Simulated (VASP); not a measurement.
Input of a VASP 6.6.1 run:

INCAR

```
SYSTEM = Te
  PREC = Accurate
  ENCUT = 600
  EDIFF = 1E-6
  ISMEAR = 0
  SIGMA = 0.1
  LREAL = .FALSE.
  LASPH = .TRUE.
  NELM = 100
  ALGO = Normal
  ISIF = 3
  LWAVE = .FALSE.
  LCHARG = .FALSE.
  GGA = PE
  IBRION = 2
  NSW = 100
  EDIFFG = -0.01
```

Contents of KPOINTS:

```
Automatic mesh
0
G
  12 12 12
  0 0 0
```

Contents of POSCAR:

```
Te
1.0
    4.9625676319      0.0000000000      0.0000000000
   -2.4812838160      4.2977096372      0.0000000000
    0.0000000000      0.0000000000      5.0291821087
Te
2
Direct
    0.3333333333      0.6666666667      0.5752120749
    0.6666666667      0.3333333333      0.4247879251
```

Potentials or basis: VASP PAW PBE potentials, release 64 (Te).

Command:

```sh
$ cat potpaw_PBE.64/Te/POTCAR > POTCAR
$ mpirun -np 1 vasp_std > vasp.out
```

**Question.** Predict the relaxed cell.

**Answer.** a = 4.960 Å, b = 4.960 Å, c = 5.028 Å, α = 90.00°, β = 90.00°, γ = 120.00°.

**Question.** Estimate the relaxed volume.

**Answer.** 53.55 Å³/atom.

Forces on the atoms (eV/Å):
```
Te   0.000  0.000  0.005
Te   0.000  0.000 -0.005
```

Caveat: this functional lacks dispersion, which binds the layers, so the pressure and a relaxed spacing across them are unreliable.
